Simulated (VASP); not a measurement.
# SiP7 (Fmmm) in VASP: a series of runs

Runs on SiP7. Level: PBE. Tasks: single point.

Program: VASP 6.6.1. These are calculated values, not measurements. Logs are shortened: lines on timing, memory, paths and dates and some standing lists are left out, and cuts for length are marked.

### Step 1. The cell of the first run

Symmetry: Fmmm, No. 69, orthorhombic system. Conventional cell: a = 4.896 Å, b = 6.955 Å, c = 13.944 Å, α = 90.00°, β = 90.00°, γ = 90.00°. Within 3.2 Å of Si (site symmetry mmm) lie 6 P at 2.44 to 2.45 Å. P (site symmetry m) has 5 P at 2.43 to 2.50 Å and 1 Si at 2.44 Å within 3.2 Å. P (site symmetry mm2) has 6 P at 2.43 to 2.50 Å within 3.2 Å. P (site symmetry mmm) has 2 Si at 2.45 Å and 4 P at 2.48 Å within 3.2 Å.

### Step 2. Single point, PBE

File INCAR:

```
SYSTEM = SiP7
PREC = Accurate ; ENCUT = 520
EDIFF = 1E-6 ; ISMEAR = 0
SIGMA = 0.2 ; LREAL = .False.
LASPH = .True. ; NELM = 100
ALGO = Normal ; ISIF = 2
LWAVE = .False. ; LCHARG = .False.
GGA = PE ; NBANDS = 30
```

File KPOINTS:

```
regular mesh
0
Gamma
  4 4 4
  0 0 0
```

File POSCAR:

```
SiP7
1.0
    0.0000000000      6.9718517169      3.4777041880
    2.4481743462      0.0000000000      3.4777041880
    2.4481743462      6.9718517169      0.0000000000
Si P
1 7
Direct
    0.5000000000      0.5000000000      0.5000000000
    0.6214380632      0.8710134893      0.1289865107
    0.3785619368      0.1289865107      0.8710134893
    0.1289865107      0.3785619368      0.6214380632
    0.8710134893      0.6214380632      0.3785619368
    0.7483783586      0.2516216414      0.7483783586
    0.2516216414      0.7483783586      0.2516216414
    0.0000000000      0.0000000000      0.0000000000
```

Potentials or basis: VASP PAW PBE potentials, release 64 (Si, P).

On the command line:

```bash
> cat potpaw_PBE.64/Si/POTCAR potpaw_PBE.64/P/POTCAR > POTCAR
> mpirun -np 1 vasp_std > vasp.out
```

OUTCAR:

```text
SYSTEM = SiP7
   PREC = Accurate
   ENCUT = 520
   EDIFF = 1E-6
   ISMEAR = 0
   LREAL = .False.
   LASPH = .True.
   NELM = 100
   ISIF = 2
   GGA = PE

 ion  position               nearest neighbor table
   1  0.500  0.500  0.500-   2 2.44   3 2.44   4 2.44   5 2.44   8 2.45   8 2.45
   2  0.621  0.871  0.129-   7 2.43   1 2.44   4 2.45   4 2.45   8 2.48   6 2.50
   3  0.379  0.129  0.871-   6 2.43   1 2.44   5 2.45   5 2.45   8 2.48   7 2.50
   4  0.129  0.379  0.621-   7 2.43   1 2.44   2 2.45   2 2.45   8 2.48   6 2.50
   5  0.871  0.621  0.379-   6 2.43   1 2.44   3 2.45   3 2.45   8 2.48   7 2.50
   6  0.748  0.252  0.748-   3 2.43   5 2.43   7 2.45   7 2.45   4 2.50   2 2.50
   7  0.252  0.748  0.252-   2 2.43   4 2.43   6 2.45   6 2.45   3 2.50   5 2.50
   8  0.000  0.000  0.000-   1 2.45   1 2.45   4 2.48   5 2.48   2 2.48   3 2.48

  LATTYP: Found a face centered orthorhombic cell.
 ALAT       =     4.8963486924
 B/A-ratio  =     1.4205296258
 C/A-ratio  =     2.8477758243

  Lattice vectors:

 A1 = (  -0.0000000000,   6.9718517169,   3.4777041880)
 A2 = (  -2.4481743462,   6.9718517169,   0.0000000000)
 A3 = (  -2.4481743462,   0.0000000000,   3.4777041880)

Analysis of symmetry for initial positions (statically):
=====================================================================
 Subroutine PRICEL returns:
 Original cell was already a primitive cell.

 Routine SETGRP: Setting up the symmetry group for a
 face centered orthorhombic supercell.

 Subroutine GETGRP returns: Found  8 space group operations
 (whereof  8 operations were pure point group operations)
 out of a pool of  8 trial point group operations.

The static configuration has the point symmetry D_2h.

Analysis of symmetry for dynamics (positions and initial velocities):
=====================================================================
 Subroutine PRICEL returns:
 Original cell was already a primitive cell.

 Routine SETGRP: Setting up the symmetry group for a
 face centered orthorhombic supercell.

 Subroutine GETGRP returns: Found  8 space group operations
 (whereof  8 operations were pure point group operations)
 out of a pool of  8 trial point group operations.

The dynamic configuration has the point symmetry D_2h.

 Subroutine INISYM returns: Found  8 space group operations
 (whereof  8 operations are pure point group operations),
 and found     1 'primitive' translations

----------------------------------------------------------------------------------------

                                     Primitive cell

  volume of cell :     118.7171

  direct lattice vectors                    reciprocal lattice vectors
     0.000000000  6.971851717  3.477704188    -0.204233821  0.071716958  0.143773010
     2.448174346  0.000000000  3.477704188     0.204233821 -0.071716958  0.143773010
     2.448174346  6.971851717  0.000000000     0.204233821  0.071716958 -0.143773010

  length of vectors
     7.791093812  4.252997067  7.389199821     0.259856603  0.259856603  0.259856603

  position of ions in fractional coordinates (direct lattice)
     0.500000000  0.500000000  0.500000000
     0.621438063  0.871013489  0.128986511
     0.378561937  0.128986511  0.871013489
     0.128986511  0.378561937  0.621438063
     0.871013489  0.621438063  0.378561937
     0.748378359  0.251621641  0.748378359
     0.251621641  0.748378359  0.251621641
     0.000000000  0.000000000  0.000000000

  ion indices of the primitive-cell ions
   primitive index   ion index
                 1           1
                 2           2
                 3           3
                 4           4
                 5           5
                 6           6
                 7           7
                 8           8

----------------------------------------------------------------------------------------

 KPOINTS: regular mesh

Automatic generation of k-mesh.
 Grid dimensions read from file:
 generate k-points for:    4    4    4

 Generating k-lattice:

  Cartesian coordinates                     Fractional coordinates (reciprocal lattice)
    -0.051058455  0.017929240  0.035943253     0.250000000  0.000000000 -0.000000000
     0.051058455 -0.017929240  0.035943253     0.000000000  0.250000000  0.000000000
     0.051058455  0.017929240 -0.035943253    -0.000000000  0.000000000  0.250000000

  Length of vectors
     0.064964151  0.064964151  0.064964151

  Shift w.r.t. Gamma in fractional coordinates (k-lattice)
     0.000000000  0.000000000  0.000000000

 Subroutine IBZKPT returns following result:
 ===========================================

 Found     18 irreducible k-points:

 Following reciprocal coordinates:
            Coordinates               Weight
  0.000000  0.000000  0.000000      1.000000
  0.250000 -0.000000 -0.000000      8.000000
  0.500000 -0.000000 -0.000000      4.000000
  0.250000  0.250000  0.000000      2.000000
  0.500000  0.250000 -0.000000      8.000000
 -0.250000  0.250000  0.000000      4.000000
[... 10 lines left out ...]
 -0.250000  0.250000  0.500000      2.000000
  0.000000  0.500000  0.500000      1.000000
   k-points           NKPTS =     18   k-points in BZ     NKDIM =     18   number of bands    NBANDS=     30
   number of dos      NEDOS =    301   number of ions     NIONS =      8
   total plane-waves  NPLWV = 107520
   dimension x,y,z NGX =    60 NGY =   32 NGZ =   56
   dimension x,y,z NGXF=   120 NGYF=   64 NGZF=  112
   ions per type =               1   7
   NGX,Y,Z   is equivalent  to a cutoff of  12.80, 12.51, 12.60 a.u.
   NGXF,Y,Z  is equivalent  to a cutoff of  25.61, 25.02, 25.20 a.u.
 SYSTEM =  SiP7
   PREC   = accura    normal or accurate (medium, high low for compatibility)
   ISTART =      0    job   : 0-new  1-cont  2-samecut
   ICHARG =      2    charge: 1-file 2-atom 10-const
   ISPIN  =      1    spin polarized calculation?
   LNONCOLLINEAR =      F non collinear calculations
   LSORBIT =      F    spin-orbit coupling
   LASPH  =      T    aspherical Exc in radial PAW
   ENCUT  =  520.0 eV  38.22 Ry    6.18 a.u.  14.49  7.91 13.74*2*pi/ulx,y,z
   NELM   =    100;   NELMIN=  2; NELMDL= -5     # of ELM steps
   EDIFF  = 0.1E-05   stopping-criterion for ELM
   LREAL  =      F    real-space projection
   EDIFFG = 0.1E-04   stopping-criterion for IOM
   NSW    =      0    number of steps for IOM
   IBRION =     -1    ionic relax: 0-MD 1-quasi-New 2-CG
   NFREE  =      0    steps in history (QN), initial steepest desc. (CG)
   ISIF   =      2    stress and relaxation
   ISYM   =      2    0-nonsym 1-usesym 2-fastsym
   POTIM  = 0.5000    time-step for ionic-motion
   TEBEG  =    0.0;   TEEND  =   0.0 temperature during run
   PSTRESS=    0.0 pullay stress
   NELECT =      39.0000    total number of electrons
   NUPDOWN=      -1.0000    fix difference up-down
   EMIN   =  10.00;   EMAX   =-10.00  energy-range for DOS
   EFERMI =   0.00;   METHOD = LEGACY
   ISMEAR =     0;   SIGMA  =   0.20  broadening in eV -4-tet -1-fermi 0-gaus
   EFERMI_NEDOS =   21; number of points for ismear=-14 and -15
   IALGO  =     38    algorithm
   IMIX   =      4    mixing-type and parameters
     AMIX     =   0.40;   BMIX     =  1.00
     AMIX_MAG =   1.60;   BMIX_MAG =  1.00
  volume/ion in A,a.u.               =      14.84       100.14
  Fermi-wavevector in a.u.,A,eV,Ry     =   1.129602  2.134638 17.361033  1.276000
  Thomas-Fermi vector in A             =   2.266296
   LORBIT       =      0    0 simple, 1 ext, 2 COOP (PROOUT), +10 PAW based schemes
   GGA     = PE    functional components
   LHFCALC =     F    Hartree Fock is set to
   AEXX    =    0.0000 exact exchange contribution
   IVDW    =     0    specifies the selected vdW correction
   LEPSILON=     F    determine dielectric tensor
   LRPA    =     F    only Hartree local field effects (RPA)
 non-spin polarized calculation
 Gauss-broadening in eV      SIGMA  =   0.20
  energy-cutoff  :      520.00
  volume of cell :      118.72
 maximum number of plane-waves:      3246
 NGX is ok and might be reduce to    60
   NGX = 29   NGY = 15   NGZ = 27

 number of electron      39.0000000 magnetization

 Free energy of the ion-electron system (eV)
  ---------------------------------------------------
  ext. energy  EPLUGINS =         0.00000000
  ---------------------------------------------------
  free energy    TOTEN  =       -42.50505627 eV

  energy without entropy =      -42.47259051  energy(sigma->0) =      -42.48882339

 E-fermi :   9.2169     XC(G=0): -11.1649

 val. band max:        9.1329909194   @ k =  -0.2500   0.2500   0.0000
 cond. band min:       9.2572169072   @ k =   0.0000   0.2500   0.2500
 fundamental gap:      0.1242259877
 Fermi energy:         9.2168723962

 k-point     1 :       0.0000    0.0000    0.0000
  band No.  band energies     occupation
      1      -6.7308      2.00000
      2      -4.1470      2.00000
      3      -3.7479      2.00000
      4       0.7395      2.00000
      5       0.7799      2.00000
      6       0.9057      2.00000
[... 22 lines left out ...]
     29      14.5788      0.00000
     30      14.7764      0.00000

 k-point     2 :       0.2500   -0.0000   -0.0000
  band No.  band energies     occupation
      1      -6.1630      2.00000
      2      -4.0997      2.00000
      3      -2.7908      2.00000
      4      -1.8055      2.00000
      5      -1.0076      2.00000
      6       0.6184      2.00000
[... 22 lines left out ...]
     29      14.2436      0.00000
     30      14.3782      0.00000

 k-point     3 :       0.5000   -0.0000   -0.0000
  band No.  band energies     occupation
      1      -4.5758      2.00000
      2      -4.4117      2.00000
      3      -3.3280      2.00000
      4      -2.8367      2.00000
      5      -0.8513      2.00000
      6      -0.5905      2.00000
[... 484 lines left out ...]
     29      15.3864      0.00000
     30      15.4455      0.00000

 k-point    18 :       0.0000    0.5000    0.5000
  band No.  band energies     occupation
      1      -3.6660      2.00000
      2      -3.6096      2.00000
      3      -3.5513      2.00000
      4      -2.9051      2.00000
      5      -2.1671      2.00000
      6       0.2300      2.00000
[... 22 lines left out ...]
     29      14.2174      0.00000
     30      16.3060      0.00000

------------------------ aborting loop because EDIFF is reached ----------------------------------------

  FORCE on cell =-STRESS in cart. coord.  units (eV):
  Direction    XX          YY          ZZ          XY          YZ          ZX
  --------------------------------------------------------------------------------------
  -------------------------------------------------------------------------------------
  Total       -0.2429565     -0.2294336     -0.3022048      0.0000000      0.0000000     -0.0000000
  in kB       -3.2788841     -3.0963819     -4.0784851      0.0000000      0.0000000     -0.0000000
  external PRESSURE =      -3.4845837 kB  Pullay stress =       0.0000000 kB

 VOLUME and BASIS-vectors are now :
 -----------------------------------------------------------------------------
  energy-cutoff  :      520.00
  volume of cell :      118.72
      direct lattice vectors                 reciprocal lattice vectors
     0.000000000  6.971851717  3.477704188    -0.204233821  0.071716958  0.143773010
     2.448174346  0.000000000  3.477704188     0.204233821 -0.071716958  0.143773010
     2.448174346  6.971851717  0.000000000     0.204233821  0.071716958 -0.143773010

 POSITION                                       TOTAL-FORCE (eV/Angst)
 -----------------------------------------------------------------------------------
      2.44817      6.97185      3.47770         0.000000     -0.000000     -0.000000
      2.44817      5.23185      5.19031        -0.000000     -0.012976      0.002179
      2.44817      8.71185      1.76510        -0.000000      0.012976     -0.002179
      2.44817      5.23185      1.76510        -0.000000     -0.012976     -0.002179
      2.44817      8.71185      5.19031        -0.000000      0.012976      0.002179
      2.44817     10.43517      3.47770        -0.000000     -0.006589     -0.000000
      2.44817      3.50854      3.47770        -0.000000      0.006589     -0.000000
      0.00000      0.00000      0.00000        -0.000000     -0.000000     -0.000000
 -----------------------------------------------------------------------------------
    total drift:                               -0.000000     -0.000000      0.000000

  FREE ENERGIE OF THE ION-ELECTRON SYSTEM (eV)
  ---------------------------------------------------
  free  energy   TOTEN  =       -42.5050562708 eV

  energy  without entropy=      -42.4725905063  energy(sigma->0) =      -42.48882339
```

Run time: 66 s. Hardware: 1 thread of AMD EPYC 9R45 (Zen 5), shared host; peak memory 0.28 GiB.

What came out:

```yaml
Free_energy: -42.5051 eV
Pressure: -0.3 GPa
Largest_force: 0.013 eV/Å
```

Forces in eV/Å, atoms in the order of the input:
```
Si   0.000  0.000  0.000
P    0.000 -0.013  0.002
P    0.000  0.013 -0.002
P    0.000 -0.013 -0.002
P    0.000  0.013  0.002
P    0.000 -0.007  0.000
P    0.000  0.007  0.000
P    0.000  0.000  0.000
```

Levels at points of the mesh, in eV from the Fermi level:
```tsv
k point	band 16	band 17	band 18	band 19	band 20	band 21	band 22	band 23
(0.00, 0.00, 0.00)	-2.31	-2.24	-2.15	-2.06	-1.72	-0.62	-0.39	1.28
(0.50, 0.00, 0.00)	-1.83	-0.65	-0.59	-0.34	-0.13	0.69	0.88	1.12
(0.50, 0.50, 0.00)	-1.88	-1.25	-1.05	-0.78	-0.37	1.46	2.20	4.02
(0.50, 0.00, 0.50)	-3.81	-3.04	-2.82	0.68	1.10	1.18	1.25	1.27
(0.00, 0.50, 0.50)	-1.68	-1.67	-0.86	0.74	1.21	3.40	3.72	3.73
```

Caveat: the k points lie up to 0.41 Å⁻¹ apart.

(Continued in part 2 of 2.)
